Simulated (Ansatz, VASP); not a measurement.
One calculation of MgTl4, two programs

INCAR

```
PREC = Accurate
ENCUT = 600
EDIFF = 1E-6
ISMEAR = 0
SIGMA = 0.1
LREAL = F
LASPH = T
NELM = 120
ALGO = Normal
ISIF = 2
LWAVE = F
LCHARG = T
GGA = PE
LELF = T
LVHAR = T
NBANDS = 35
GGA_COMPAT = F
```

File KPOINTS:

```
regular mesh
0
Gamma
  6 6 4
```

POSCAR

```
MgTl4
1.0
    5.6300176200      0.0000000000      0.0000000000
   -2.8150088100      4.8757382800      0.0000000000
    0.0000000000      0.0000000000      5.5922084600
Mg Tl
1 4
Direct
    0.0000000000      0.0000000000      0.5000000000
    0.5000000000      0.0000000000      0.5000000000
    0.0000000000      0.5000000000      0.5000000000
    0.5000000000      0.5000000000      0.5000000000
    0.0000000000      0.0000000000      0.0000000000
```

Input for Ansatz:

```yaml
crystal:
  lattice:
    - [5.63001762, 0.0, 0.0]
    - [-2.81500881, 4.87573828, 0.0]
    - [0.0, 0.0, 5.59220846]
  atoms:
    - { symbol: Mg, position: [0.0, 0.0, 0.5] }
    - { symbol: Tl, position: [0.5, 0.0, 0.5] }
    - { symbol: Tl, position: [0.0, 0.5, 0.5] }
    - { symbol: Tl, position: [0.5, 0.5, 0.5] }
    - { symbol: Tl, position: [0.0, 0.0, 0.0] }
basis:
  ecutwfc: 420
kpoints:
  mp_grid: { grid: [6, 6, 4] }
hamiltonian:
  xc: pbe
scf:
  occupations: { method: gaussian, width: 0.1 }
  lower_state_search: "off"
output:
  forces: true
  stress: true
  eigenvalues: true
```

Alike in both runs: task single point; functional PBE; k mesh 6 × 6 × 4; occupations gaussian, width 0.1 eV; no spin polarisation.

|  | VASP | Ansatz |
| --- | --- | --- |
| version | VASP 6.6.1 | Ansatz 0.2.0 |
| potentials or method | VASP PAW PBE potentials, release 64 (Mg, Tl_d), cutoff 600 eV | scalar-relativistic, plane waves, PAW |
| valence electrons in the cell | 54 | 62 |

```tsv
	VASP	Ansatz	Ansatz less VASP
gap on the k mesh at the Fermi level (eV)	none	none	-
pressure (GPa)	11.8	11.9	+0.06
traceless stress, the component that is largest in VASP (GPa)	-9.71	-9.72	-0.013
```

A gap of «none» marks a metal or a gap that the smearing closes. VASP's potentials hold 54 valence electrons a cell and Ansatz's 62, so a difference there can come from the potentials and not from the codes.

Spin-orbit coupling is off throughout.
